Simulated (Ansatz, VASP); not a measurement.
This is a calculation of VO2 for VASP 6.6.1.

Contents of INCAR:

```
AGGAC = 0.0
ALDAC = 0.0
ALGO = Normal
EDIFF = 1E-6
ENCUT = 600
GGA = PE
GGA_COMPAT = F
ISIF = 2
ISMEAR = -1
ISPIN = 2
LASPH = T
LCHARG = F
LMAXMIX = 4
LORBIT = 11
LREAL = F
LWAVE = F
MAGMOM = 2 2 0 0 0 0
NBANDS = 38
NELM = 200
PREC = Accurate
SIGMA = 0.05
```

Contents of KPOINTS:

```
k-points
0
Gamma
  6 6 9
```

The input POSCAR:

```
VO2
1.0
    4.5665141372      0.0000000000      0.0000000000
    0.0000000000      4.5665141372      0.0000000000
    0.0000000000      0.0000000000      3.0845131470
V O
2 4
Direct
    0.5000000000      0.5000000000      0.5000000000
    0.0000000000      0.0000000000      0.0000000000
    0.2003580000      0.7996420000      0.5000000000
    0.7996420000      0.2003580000      0.5000000000
    0.7003580000      0.7003580000      0.0000000000
    0.2996420000      0.2996420000      0.0000000000
```

Potentials or basis: VASP PAW PBE potentials, release 64 (V_sv, O).

The run is started by

```console
$ cat potpaw_PBE.64/V_sv/POTCAR potpaw_PBE.64/O/POTCAR > POTCAR
$ mpirun -np 1 vasp_std > vasp.out
```

Translate it to Ansatz 0.2.0. Potentials there: Ansatz PAW.

As run (the cutoff follows the program's own potentials):

input.yaml

```yaml
crystal:
  lattice:
    - [4.5665141372, 0.0, 0.0]
    - [0.0, 4.5665141372, 0.0]
    - [0.0, 0.0, 3.084513147]
  atoms:
    - { symbol: V, position: [0.5, 0.5, 0.5], spin: 2.0 }
    - { symbol: V, position: [0.0, 0.0, 0.0], spin: 2.0 }
    - { symbol: O, position: [0.200358, 0.799642, 0.5] }
    - { symbol: O, position: [0.799642, 0.200358, 0.5] }
    - { symbol: O, position: [0.700358, 0.700358, 0.0] }
    - { symbol: O, position: [0.299642, 0.299642, 0.0] }
hamiltonian:
  xc: { exchange: pbe, correlation: none }
  pseudopotentials: { kind: paw }
magnetization:
  spin_polarized: true
kpoints:
  mp_grid: { grid: [6, 6, 9] }
scf:
  occupations: { method: fermi_dirac, width: 0.05 }
output:
  forces: true
  stress: true
  eigenvalues: true
```

Potentials or basis: Ansatz PAW.

Command:

```sh
$ ansatz run input.yaml --threads 2 --pin off --max-ram 5120MiB --backend cpu --events-out ev --progress --plain --runs-dir out
```

Both were run:

|  | VASP | Ansatz | Ansatz less VASP |
| --- | --- | --- | --- |
| gap on the k mesh at the Fermi level (eV) | none | none | - |
| pressure (GPa) | 3.7 | 3.1 | -0.57 |
| traceless stress, the component that is largest in VASP (GPa) | -8.39 | -8.37 | +0.024 |
| rms of the force components (eV/Å) | 0.074 | 0.068 | -0.0063 |
| net moment per atom (μB) | 0.33 | 0.33 | 0.000 |
| size of the moment on the site where the two differ most (μB) | 1.17 | 0.93 | -0.236 |

VASP's potentials were made for PBE, not for PBE exchange alone. Site moments also hang on the region over which each program counts them. Atom by atom the forces differ by 0.006 eV/Å (rms over components). A gap of «none» marks a metal or a gap that the smearing closes. The functional is the same, so the differences come from potentials, cutoffs and numerics.
